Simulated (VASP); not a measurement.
# CdBr3 in VASP: settings compared

Aim: see how the results for CdBr3 move with the level of theory and the settings. Levels: PBE, RPBE. Tasks: single point.

Everything below comes from runs of VASP 6.6.1. Logs are shortened: lines on timing, memory, paths and dates and some standing lists are left out, and cuts for length are marked.

**1. The cell of the first run**

The typed cell holds 8 atoms: a = 7.713 Å, b = 7.713 Å, c = 4.403 Å, α = 90.00°, β = 90.00°, γ = 120.00°.

**2. Single point, PBE**

File INCAR:

```
SYSTEM = CdBr3
ALGO = Normal ; EDIFF = 1E-7
ENCUT = 520 ; GGA = PE
ISIF = 2 ; ISMEAR = -1
LASPH = .TRUE. ; LCHARG = .TRUE.
LELF = .TRUE. ; LREAL = .FALSE.
LVHAR = .TRUE. ; LWAVE = .FALSE.
NBANDS = 43 ; NELM = 100
PREC = Accurate ; SIGMA = 0.1
```

File KPOINTS:

```
k-points
0
G
  3 3 4
  0 0 0
```

File POSCAR:

```
CdBr3
1.0
    7.7132580000      0.0000000000      0.0000000000
   -3.8566290000      6.6798780000      0.0000000000
    0.0000000000      0.0000000000      4.4030980000
Br Cd
6 2
Direct
    0.3877000000      0.3019000000      0.2500000000
    0.0858000000      0.3877000000      0.7500000000
    0.6981000000      0.0858000000      0.2500000000
    0.6123000000      0.6981000000      0.7500000000
    0.9142000000      0.6123000000      0.2500000000
    0.3019000000      0.9142000000      0.7500000000
    0.3333000000      0.6667000000      0.2500000000
    0.6666000000      0.3333000000      0.7500000000
```

Potentials or basis: VASP PAW PBE potentials, release 64 (Br, Cd).

Run with:

```bash
$ cat potpaw_PBE.64/Br/POTCAR potpaw_PBE.64/Cd/POTCAR > POTCAR
$ mpirun -np 1 vasp_std > vasp.out
```

OUTCAR:

```text
SYSTEM = CdBr3
   EDIFF = 1E-7
   ENCUT = 520
   GGA = PE
   ISIF = 2
   ISMEAR = -1
   LASPH = .TRUE.
   LREAL = .FALSE.
   NELM = 100
   PREC = Accurate

 ion  position               nearest neighbor table
   1  0.388  0.302  0.250-   8 3.00   8 3.00   7 3.05
   2  0.086  0.388  0.750-   7 3.00   7 3.00   8 3.05
   3  0.698  0.086  0.250-   8 3.00   8 3.00   7 3.04
   4  0.612  0.698  0.750-   7 3.00   7 3.00   8 3.04
   5  0.914  0.612  0.250-   8 3.00   8 3.00   7 3.04
   6  0.302  0.914  0.750-   7 3.00   7 3.00   8 3.04
   7  0.333  0.667  0.250-   6 3.00   6 3.00   2 3.00   2 3.00   4 3.00   4 3.00   5 3.04   3 3.04
                             1 3.05
   8  0.667  0.333  0.750-   1 3.00   1 3.00   3 3.00   3 3.00   5 3.00   5 3.00   6 3.04   4 3.04
                             2 3.05

  LATTYP: Found a hexagonal cell.
 ALAT       =     7.7132580000
 C/A-ratio  =     0.5708480126

  Lattice vectors:

 A1 = (   7.7132580000,   0.0000000000,   0.0000000000)
 A2 = (  -3.8566290000,   6.6798780000,   0.0000000000)
 A3 = (   0.0000000000,   0.0000000000,   4.4030980000)

Analysis of symmetry for initial positions (statically):
=====================================================================
 Subroutine PRICEL returns:
 Original cell was already a primitive cell.

 Routine SETGRP: Setting up the symmetry group for a
 hexagonal supercell.

 Subroutine GETGRP returns: Found  2 space group operations
 (whereof  1 operations were pure point group operations)
 out of a pool of 24 trial point group operations.

The static configuration has the point symmetry C_1 .
 The point group associated with its full space group is C_1h.

Analysis of symmetry for dynamics (positions and initial velocities):
=====================================================================
 Subroutine PRICEL returns:
 Original cell was already a primitive cell.

 Routine SETGRP: Setting up the symmetry group for a
 hexagonal supercell.

 Subroutine GETGRP returns: Found  2 space group operations
 (whereof  1 operations were pure point group operations)
 out of a pool of 24 trial point group operations.

The dynamic configuration has the point symmetry C_1 .
 The point group associated with its full space group is C_1h.

[... 100 lines left out ...]
   EDIFF  = 0.1E-06   stopping-criterion for ELM
   LREAL  =      F    real-space projection
   EDIFFG = 0.1E-05   stopping-criterion for IOM
   NSW    =      0    number of steps for IOM
   IBRION =     -1    ionic relax: 0-MD 1-quasi-New 2-CG
   NFREE  =      0    steps in history (QN), initial steepest desc. (CG)
   ISIF   =      2    stress and relaxation
   ISYM   =      2    0-nonsym 1-usesym 2-fastsym
   POTIM  = 0.5000    time-step for ionic-motion
   TEBEG  =    0.0;   TEEND  =   0.0 temperature during run
   PSTRESS=    0.0 pullay stress
   NELECT =      66.0000    total number of electrons
   NUPDOWN=      -1.0000    fix difference up-down
   EMIN   =  10.00;   EMAX   =-10.00  energy-range for DOS
   EFERMI =   0.00;   METHOD = LEGACY
   ISMEAR =    -1;   SIGMA  =   0.10  broadening in eV -4-tet -1-fermi 0-gaus
   EFERMI_NEDOS =   21; number of points for ismear=-14 and -15
   IALGO  =     38    algorithm
   IMIX   =      4    mixing-type and parameters
     AMIX     =   0.40;   BMIX     =  1.00
     AMIX_MAG =   1.60;   BMIX_MAG =  1.00
  volume/ion in A,a.u.               =      28.36       191.37
  Fermi-wavevector in a.u.,A,eV,Ry     =   1.084762  2.049903 16.010100  1.176709
  Thomas-Fermi vector in A             =   2.220860
   LORBIT       =      0    0 simple, 1 ext, 2 COOP (PROOUT), +10 PAW based schemes
   GGA     = PE    functional components
   LHFCALC =     F    Hartree Fock is set to
   AEXX    =    0.0000 exact exchange contribution
   IVDW    =     0    specifies the selected vdW correction
   LEPSILON=     F    determine dielectric tensor
   LRPA    =     F    only Hartree local field effects (RPA)
 non-spin polarized calculation
  energy-cutoff  :      520.00
  volume of cell :      226.86
 maximum number of plane-waves:      6119
 NGX is ok and might be reduce to    60
   NGX = 29   NGY = 29   NGZ = 17

 number of electron      66.0000017 magnetization

 Free energy of the ion-electron system (eV)
  ---------------------------------------------------
  ext. energy  EPLUGINS =         0.00000000
  ---------------------------------------------------
  free energy    TOTEN  =       -13.53444276 eV

  energy without entropy =      -13.15374307  energy(sigma->0) =      -13.34409291

 E-fermi :   0.4585     XC(G=0):  -8.8582

 val. band max:        0.4580517473   @ k =   0.3333  -0.0000   0.2500
 cond. band min:       0.4615279602   @ k =   0.0000   0.3333   0.5000
 fundamental gap:      0.0034762130
 Fermi energy:         0.4585111386

 k-point     1 :       0.0000    0.0000    0.0000
  band No.  band energies     occupation
      1     -13.9516      2.00000
      2     -13.1075      2.00000
      3     -13.1073      2.00000
      4     -13.0108      2.00000
      5     -13.0107      2.00000
      6     -12.7896      2.00000
[... 679 lines left out ...]
     42       8.5432      0.00000
     43       9.2787      0.00000

------------------------ aborting loop because EDIFF is reached ----------------------------------------

  FORCE on cell =-STRESS in cart. coord.  units (eV):
  Direction    XX          YY          ZZ          XY          YZ          ZX
  --------------------------------------------------------------------------------------
  -------------------------------------------------------------------------------------
  Total        1.8303694      1.8313448      0.3030509      0.0002101      0.0000000      0.0000000
  in kB       12.9266084     12.9334970      2.1402349      0.0014836      0.0000000      0.0000000
  external PRESSURE =       9.3334468 kB  Pullay stress =       0.0000000 kB

 VOLUME and BASIS-vectors are now :
 -----------------------------------------------------------------------------
  energy-cutoff  :      520.00
  volume of cell :      226.86
      direct lattice vectors                 reciprocal lattice vectors
     7.713258000  0.000000000  0.000000000     0.129646901  0.074851666  0.000000000
    -3.856629000  6.679878000  0.000000000     0.000000000  0.149703333  0.000000000
     0.000000000  0.000000000  4.403098000     0.000000000  0.000000000  0.227112819

 POSITION                                       TOTAL-FORCE (eV/Angst)
 -----------------------------------------------------------------------------------
      1.82611      2.01666      1.10077        -0.035447     -0.102813      0.000000
     -0.83342      2.58979      3.30232         0.071478     -0.081918      0.000000
      5.05373      0.57313      1.10077         0.106988      0.020995      0.000000
      2.03052      4.66322      3.30232         0.035218      0.102881      0.000000
      4.69005      4.09009      1.10077        -0.071643      0.081811      0.000000
     -1.19710      6.10674      3.30232        -0.107032     -0.020958      0.000000
     -0.00039      4.45347      1.10077         0.000220     -0.000177      0.000000
      3.85624      2.22640      3.30232         0.000218      0.000180      0.000000
 -----------------------------------------------------------------------------------
    total drift:                                0.000038      0.000006     -0.000000

  FREE ENERGIE OF THE ION-ELECTRON SYSTEM (eV)
  ---------------------------------------------------
  free  energy   TOTEN  =       -13.5344427625 eV

  energy  without entropy=      -13.1537430664  energy(sigma->0) =      -13.34409291
```

stdout:

```text
POSCAR found type information on POSCAR BrCd
 POSCAR found :  2 types and       8 ions
 scaLAPACK will be used
 LDA part: xc-table for (Slater+PW92), standard interpolation
 POSCAR, INCAR and KPOINTS ok, starting setup
 FFT: planning ... GRIDC
 FFT: planning ... GRID_SOFT
 FFT: planning ... GRID
 WAVECAR not read
 entering main loop
```

Run time: 2.6 min. Hardware: 1 thread of Intel Xeon Platinum 8375C at 2.90GHz (Ice Lake), shared host; peak memory 0.4 GiB.

What came out:

```
Free energy            : -13.5344 eV
Pressure               : 0.9 GPa
Largest force          : 0.109 eV/Å
Band gap on the k mesh : zero (bands 33 and 34 overlap by 0.12 eV)
```

Forces in eV/Å, atoms in the order of the input:
```
Br  -0.035 -0.103  0.000
Br   0.071 -0.082  0.000
Br   0.107  0.021  0.000
Br   0.035  0.103  0.000
Br  -0.072  0.082  0.000
Br  -0.107 -0.021  0.000
Cd   0.000  0.000  0.000
Cd   0.000  0.000  0.000
```

**3. Single point, RPBE**

File INCAR:

```
SYSTEM = CdBr3
PREC     = Accurate       ! precision mode
ENCUT    = 520            ! plane-wave cutoff, eV
EDIFF    = 1E-7           ! SCF threshold, eV
ISMEAR   = -1             ! smearing method
SIGMA    = 0.1            ! smearing width, eV
LREAL    = .False.        ! projectors in reciprocal space
LASPH    = .True.         ! aspherical terms in the spheres
NELM     = 80             ! most SCF steps
ALGO     = Normal         ! electronic algorithm
ISIF     = 2              ! what is computed and relaxed
LWAVE    = .False.        ! write WAVECAR
LCHARG   = .False.        ! write CHGCAR
GGA      = RP             ! functional
NBANDS   = 43             ! bands
```

File KPOINTS:

```
Automatic mesh
0
Gamma
  3 3 4
  0 0 0
```

POSCAR is that of step 2.

Potentials or basis: VASP PAW PBE potentials, release 64 (Br, Cd).

Run with:

```bash
$ cat potpaw_PBE.64/Br/POTCAR potpaw_PBE.64/Cd/POTCAR > POTCAR
$ mpirun -np 1 vasp_std > vasp.out
```

Run time: 2.2 min. Hardware: 1 thread of Intel Xeon Platinum 8375C at 2.90GHz (Ice Lake), shared host; peak memory 0.39 GiB.

It converged, with:

* Free energy: -11.1366 eV
* Pressure: 3.0 GPa
* Largest force: 0.184 eV/Å
* Band gap on the k mesh: zero (bands 33 and 34 overlap by 0.12 eV)

Forces on the atoms (eV/Å):
```
Br  -0.091 -0.160  0.000
Br   0.093 -0.158  0.000
Br   0.184  0.002  0.000
Br   0.090  0.160  0.000
Br  -0.093  0.158  0.000
Br  -0.184 -0.002  0.000
Cd   0.000  0.000  0.000
Cd   0.000  0.000  0.000
```

Stress tensor (GPa, compression positive):
```
3.28 0.00 0.00
0.00 3.28 0.00
0.00 0.00 2.34
```

Levels at points of the mesh, in eV from the Fermi level:
```
           k point  band 32  band 33  band 34  band 35  band 36  band 37
(0.00, 0.00, 0.00)    -0.24    -0.24    -0.11     1.70     2.78     6.50
(0.00, 0.00, 0.50)    -0.10    -0.10    -0.10     3.27     3.27     7.11
```

Caveat: the PAW data sets were made with another functional, which shifts forces and pressure a little.
